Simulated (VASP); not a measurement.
# CaLa8Ga7O23 (a cell with a defect) in VASP: single point with PBEsol

Aim: the single point of CaLa8Ga7O23 (a cell with a defect) with PBEsol.

Everything below comes from runs of VASP 6.6.1. Logs are shortened: lines on timing, memory, paths and dates and some standing lists are left out, and cuts for length are marked.

## 1. The cell of the first run

The cell holds a defect, 39 atoms: a = 7.729 Å, b = 7.729 Å, c = 7.729 Å, α = 90.00°, β = 90.00°, γ = 90.00°.

## 2. Single point, PBEsol

The input, INCAR:

```
PREC = Accurate ; ENCUT = 520
EDIFF = 1E-6 ; ISMEAR = -1
SIGMA = 0.05 ; LREAL = Auto
LASPH = True ; NELM = 60
ALGO = Normal ; ISIF = 2
LWAVE = False ; LCHARG = False
GGA = PS ; NELECT = 328.0
ISYM = 0 ; NBANDS = 188
```

The input, KPOINTS:

```
Automatic mesh
0
Gamma
  1 1 1
  0.25 0.25 0.25
```

The input, POSCAR:

```
CaLa8Ga7O23
1.0
    7.7293080000      0.0000000000      0.0000000000
    0.0000000000      7.7293080000      0.0000000000
    0.0000000000      0.0000000000      7.7293080000
La Ca Ga O
8 1 7 23
Direct
    0.9928830000      0.9911420000      0.0082710000
    0.0073510000      0.9759570000      0.5268110000
    0.9915750000      0.4878700000      0.0220140000
    0.0030840000      0.4791590000      0.5147430000
    0.5032060000      0.0139200000      0.9772220000
    0.5007350000      0.0037220000      0.4854970000
    0.5085240000      0.5054860000      0.9824670000
    0.4958870000      0.5276600000      0.4965840000
    0.2533130000      0.2461950000      0.2488610000
    0.2499910000      0.2486260000      0.7501520000
    0.2491680000      0.7517630000      0.2480010000
    0.2381310000      0.7349450000      0.8108610000
    0.7490010000      0.2474350000      0.2569160000
    0.7514100000      0.2473560000      0.7455710000
    0.7489960000      0.7508860000      0.2486540000
    0.7498420000      0.7461560000      0.7499340000
    0.3018220000      0.2883740000      0.9809150000
    0.2008390000      0.2097750000      0.5172690000
    0.2829270000      0.7932380000      0.4915690000
    0.7034930000      0.2720720000      0.9962030000
    0.8094430000      0.2188520000      0.5036430000
    0.7836430000      0.7225130000      0.9982680000
    0.7142560000      0.7759220000      0.4991960000
    0.9813580000      0.2201980000      0.1976300000
    0.9972130000      0.2827110000      0.7980690000
    0.9960080000      0.8041650000      0.2670870000
    0.9963340000      0.7155040000      0.7142170000
    0.5188510000      0.2879290000      0.3107830000
    0.5039410000      0.2104080000      0.7065200000
    0.5007610000      0.6962320000      0.2177400000
    0.5001650000      0.7713200000      0.7814670000
    0.2889470000      0.9791870000      0.1848190000
    0.2161850000      0.9923880000      0.7898520000
    0.1969840000      0.5183450000      0.2691260000
    0.2763530000      0.5003400000      0.7034780000
    0.6977600000      0.9966540000      0.2224340000
    0.7821630000      0.9957080000      0.7746000000
    0.7971710000      0.5040860000      0.2762420000
    0.7169420000      0.4971400000      0.7187750000
```

Potentials or basis: VASP PAW PBE potentials, release 64 (La, Ca_sv, Ga_d, O).

Started as:

```
$ cat potpaw_PBE.64/La/POTCAR potpaw_PBE.64/Ca_sv/POTCAR potpaw_PBE.64/Ga_d/POTCAR potpaw_PBE.64/O/POTCAR > POTCAR
$ mpirun -np 1 vasp_std > vasp.out
```

OUTCAR:

```text
PREC = Accurate
   ENCUT = 520
   EDIFF = 1E-6
   ISMEAR = -1
   LREAL = Auto
   LASPH = True
   NELM = 60
   ISIF = 2
   GGA = PS
   NELECT = 328.0
   ISYM = 0

 ion  position               nearest neighbor table
   1  0.993  0.991  0.008-  24 2.30  33 2.41  37 2.43  26 2.47  22 2.63  32 2.67  25 2.78  36 2.82
                            12 3.14  15 3.23  11 3.28   9 3.38
   2  0.007  0.976  0.527-  18 2.35  26 2.41  21 2.43  27 2.48  19 2.57  37 2.59  33 2.60  23 2.75
                            16 3.18
   3  0.992  0.488  0.022-  25 2.35  22 2.43  24 2.48  38 2.48  34 2.49  20 2.79  12 3.15  13 3.20
                             9 3.26  15 3.27
   4  0.003  0.479  0.515-  27 2.39  34 2.44  38 2.44  21 2.51  35 2.57  18 2.58  25 2.67  39 2.72
                            10 3.18  14 3.19   9 3.35
   5  0.503  0.014  0.977-  32 2.32  31 2.41  36 2.42  20 2.53  29 2.59  17 2.63  33 2.65  37 2.67
                            14 3.18  10 3.19  12 3.24   9 3.37
   6  0.501  0.004  0.485-  29 2.34  19 2.34  23 2.42  36 2.54  28 2.58  18 2.82  13 3.22   9 3.24
                            15 3.29   8 3.68
   7  0.509  0.505  0.982-  17 2.32  30 2.34  20 2.35  31 2.58  39 2.60  22 2.71  35 2.81  12 3.05
                            16 3.19  14 3.30
   8  0.496  0.528  0.497-  35 2.34  28 2.35  39 2.43  30 2.52  23 2.56  19 2.63  11 3.21  15 3.24
                            16 3.25   6 3.68
   9  0.253  0.246  0.249-  17 2.13  28 2.13  18 2.13  32 2.14  24 2.15  34 2.15   6 3.24   3 3.26
                             4 3.35   5 3.37   1 3.38
  10  0.250  0.249  0.750-  17 1.85  18 1.86  35 1.99  25 2.01  29 2.01  33 2.02   4 3.18   5 3.19

  11  0.249  0.752  0.248-  32 1.85  34 1.86  19 1.93  26 2.00  30 2.01   8 3.21   1 3.28
  12  0.238  0.735  0.811-  33 2.00  35 2.02  27 2.02  31 2.06   7 3.05   1 3.14   3 3.15   5 3.24

  13  0.749  0.247  0.257-  28 1.85  24 1.87  21 1.98  36 2.00  38 2.02  20 2.05   3 3.20   6 3.22

  14  0.751  0.247  0.746-  21 1.94  29 1.96  39 1.96  25 1.96  37 1.97  20 1.98   5 3.18   4 3.19
                             7 3.30
  15  0.749  0.751  0.249-  36 1.95  38 1.96  26 1.96  23 1.96  22 1.97  30 1.98   1 3.23   8 3.24
                             3 3.27   6 3.29
  16  0.750  0.746  0.750-  27 1.94  22 1.95  37 1.95  31 1.95  39 1.96  23 1.97   2 3.18   7 3.19
                             8 3.25
  17  0.302  0.288  0.981-  10 1.85   9 2.13   7 2.32   5 2.63
  18  0.201  0.210  0.517-  10 1.86   9 2.13   2 2.35   4 2.58   6 2.82
  19  0.283  0.793  0.492-  11 1.93   6 2.34   2 2.57   8 2.63
  20  0.703  0.272  0.996-  14 1.98  13 2.05   7 2.35   5 2.53   3 2.79
  21  0.809  0.219  0.504-  14 1.94  13 1.98   2 2.43   4 2.51
  22  0.784  0.723  0.998-  16 1.95  15 1.97   3 2.43   1 2.63   7 2.71
  23  0.714  0.776  0.499-  15 1.96  16 1.97   6 2.42   8 2.56   2 2.75
  24  0.981  0.220  0.198-  13 1.87   9 2.15   1 2.30   3 2.48
  25  0.997  0.283  0.798-  14 1.96  10 2.01   3 2.35   4 2.67   1 2.78
  26  0.996  0.804  0.267-  15 1.96  11 2.00   2 2.41   1 2.47
  27  0.996  0.716  0.714-  16 1.94  12 2.02   4 2.39   2 2.48
  28  0.519  0.288  0.311-  13 1.85   9 2.13   8 2.35   6 2.58
[... 177 lines left out ...]
   ISMEAR =    -1;   SIGMA  =   0.05  broadening in eV -4-tet -1-fermi 0-gaus
   EFERMI_NEDOS =   21; number of points for ismear=-14 and -15
   IALGO  =     38    algorithm
   IMIX   =      4    mixing-type and parameters
     AMIX     =   0.40;   BMIX     =  1.00
     AMIX_MAG =   1.60;   BMIX_MAG =  1.00
  volume/ion in A,a.u.               =      11.84        79.90
  Fermi-wavevector in a.u.,A,eV,Ry     =   1.460693  2.760309 29.029702  2.133623
  Thomas-Fermi vector in A             =   2.577112
   LORBIT       =      0    0 simple, 1 ext, 2 COOP (PROOUT), +10 PAW based schemes
   GGA     = PS    functional components
   LHFCALC =     F    Hartree Fock is set to
   AEXX    =    0.0000 exact exchange contribution
   IVDW    =     0    specifies the selected vdW correction
   LEPSILON=     F    determine dielectric tensor
   LRPA    =     F    only Hartree local field effects (RPA)
 non-spin polarized calculation
  energy-cutoff  :      520.00
  volume of cell :      461.77
 maximum number of plane-waves:     12452
 NGX is ok and might be reduce to    60
   NGX = 29   NGY = 29   NGZ = 29

 number of electron     327.9999999 magnetization

 Free energy of the ion-electron system (eV)
  ---------------------------------------------------
  ext. energy  EPLUGINS =         0.00000000
  ---------------------------------------------------
  free energy    TOTEN  =      -285.93081440 eV

  energy without entropy =     -285.93081440  energy(sigma->0) =     -285.93081440

 E-fermi :   9.4771     XC(G=0): -12.0749

 val. band max:        8.3006070227   @ k =  -0.2500   0.2500   0.2500
 cond. band min:      11.1335860029   @ k =  -0.2500   0.2500   0.2500
 fundamental gap:      2.8329789803
 Fermi energy:         9.4771299876

 k-point     1 :       0.2500    0.2500    0.2500
  band No.  band energies     occupation
      1     -29.3264      2.00000
      2     -23.2140      2.00000
      3     -23.1783      2.00000
      4     -23.1516      2.00000
      5     -23.0836      2.00000
      6     -23.0696      2.00000
[... 705 lines left out ...]
    175      11.7314      0.00000
    176      11.7491      0.00000
 [bands above 176 left out]

------------------------ aborting loop because EDIFF is reached ----------------------------------------

  FORCE on cell =-STRESS in cart. coord.  units (eV):
  Direction    XX          YY          ZZ          XY          YZ          ZX
  --------------------------------------------------------------------------------------
  -------------------------------------------------------------------------------------
  Total       39.5110023     37.8865918     36.4220603      0.0037551      0.5109050     -0.9677080
  in kB      137.0903193    131.4541437    126.3726962      0.0130290      1.7726740     -3.3576319
  external PRESSURE =     131.6390531 kB  Pullay stress =       0.0000000 kB

 VOLUME and BASIS-vectors are now :
 -----------------------------------------------------------------------------
  energy-cutoff  :      520.00
  volume of cell :      461.77
      direct lattice vectors                 reciprocal lattice vectors
     7.729308000  0.000000000  0.000000000     0.129377688  0.000000000  0.000000000
     0.000000000  7.729308000  0.000000000     0.000000000  0.129377688  0.000000000
     0.000000000  0.000000000  7.729308000     0.000000000  0.000000000  0.129377688

 POSITION                                       TOTAL-FORCE (eV/Angst)
 -----------------------------------------------------------------------------------
      7.67430      7.66084      0.06393         0.006520     -0.012993      0.040726
      0.05682      7.54347      4.07188         0.080904     -0.036939     -0.085044
      7.66419      3.77090      0.17015         0.038614      0.011238     -0.057352
      0.02384      3.70357      3.97861        -0.074108      0.032035      0.013873
      3.88943      0.10759      7.55325        -0.005987     -0.074092     -0.057242
      3.87034      0.02877      3.75256        -0.078412      0.023312      0.034064
[... 31 lines left out ...]
      6.16158      3.89624      2.13516         0.033477     -0.050948     -0.005255
      5.54147      3.84255      5.55563        -0.032722      0.013873      0.031572
 -----------------------------------------------------------------------------------
    total drift:                                0.005980      0.007255      0.000208

  FREE ENERGIE OF THE ION-ELECTRON SYSTEM (eV)
  ---------------------------------------------------
  free  energy   TOTEN  =      -285.9308143985 eV

  energy  without entropy=     -285.9308143984  energy(sigma->0) =     -285.93081440
```

stdout:

```text
POSCAR found type information on POSCAR LaCaGaO
 POSCAR found :  4 types and      39 ions
 scaLAPACK will be used
 -----------------------------------------------------------------------------
|                                                                             |
|                                                                             |
|     You enforced a specific xc type in the INCAR file but a different       |
|     I HOPE YOU KNOW WHAT YOU ARE DOING!                                     |
|                                                                             |
 -----------------------------------------------------------------------------

 LDA part: xc-table for (Slater+PW92), standard interpolation
 POSCAR, INCAR and KPOINTS ok, starting setup
 FFT: planning ... GRIDC
 FFT: planning ... GRID_SOFT
 FFT: planning ... GRID
 WAVECAR not read
 entering main loop
 the old and the new charge density differ
 old charge density:   327.00000 new  328.00000
    0.282E+01
```

Run time: 24 min. Hardware: 1 thread of Intel Xeon Platinum 8375C at 2.90GHz (Ice Lake), shared host; peak memory 0.64 GiB.

What came out:

| Item | Value |
| --- | --- |
| Free energy | -285.9308 eV |
| Largest force | 0.123 eV/Å |

Forces in eV/Å, atoms in the order of the input:
```
La   0.007 -0.013  0.041
La   0.081 -0.037 -0.085
La   0.039  0.011 -0.057
La  -0.074  0.032  0.014
La  -0.006 -0.074 -0.057
La  -0.078  0.023  0.034
La  -0.004  0.050 -0.024
La   0.038 -0.015 -0.046
Ca  -0.017  0.038  0.034
Ga   0.001 -0.003 -0.004
Ga   0.013  0.004 -0.040
Ga   0.002  0.005  0.067
Ga  -0.020  0.015  0.016
Ga  -0.008  0.012 -0.012
Ga   0.004 -0.016  0.005
Ga  -0.016 -0.014  0.003
O    0.039 -0.055 -0.076
O   -0.020  0.011  0.038
O    0.043 -0.056  0.027
O   -0.028  0.025  0.023
O    0.033 -0.029  0.006
O    0.037 -0.047  0.022
O   -0.003  0.032 -0.049
O    0.012 -0.030 -0.091
O   -0.038 -0.010  0.012
O   -0.039  0.063  0.003
O    0.048  0.006 -0.009
O    0.031 -0.005  0.040
O    0.021 -0.024  0.006
O   -0.005  0.018  0.023
O    0.011 -0.020 -0.001
O   -0.025 -0.010  0.027
O   -0.061  0.062  0.035
O   -0.046  0.024  0.063
O    0.036  0.027 -0.036
O   -0.036  0.047  0.014
O    0.030 -0.010  0.008
O    0.033 -0.051 -0.005
O   -0.033  0.014  0.032
```

Caveat: the cell carries a net charge on a neutralising background, which shifts energy and pressure; the cell is charged against a uniform background, so pressure and absolute levels hang on convention; the PAW data sets were made with another functional, which shifts forces and pressure a little; spin-orbit coupling is left out, which moves the levels of the heavy elements.
